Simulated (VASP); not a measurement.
Runs of VASP 6.6.1 on Ge. The structure is that of space group Fd-3m (No. 227), or close to it. The cells are those of the table. 

```csv
cell,gap on the mesh (eV),pressure (GPa)
"a = 4.156, b = 4.156, c = 4.074 Å, angles 60.7, 60.7, 58.7°, 2 atoms",none,-2.2
"a = 4.135, b = 4.135, c = 4.033 Å, angles 60.8, 60.8, 59.7°, 2 atoms",none,-1.6
"a = 4.135, b = 4.135, c = 4.074 Å, angles 60.5, 60.5, 59.0°, 2 atoms",none,(b)
"a = 4.115, b = 4.115, c = 4.074 Å, angles 60.3, 60.3, 59.3°, 2 atoms",none,-1.2
"a = 4.053, b = 4.053, c = 4.074 Å, angles 59.8, 59.8, 60.3°, 2 atoms",0.07,(a)
```

Alike in all rows: task single point; level PBE; potentials or basis VASP PAW PBE potentials, release 64 (Ge_d); no spin polarisation; k mesh 14 × 14 × 14; cutoff (eV) 520; smearing gaussian 0.15 eV.

**Question.** Fill in the values left out.

**Answer.** (a) 0.5; (b) -1.7.

A k mesh can miss the band edges, and the runs leave out spin-orbit coupling on Ge.

A gap of «none» marks levels without a gap at the run's occupations.
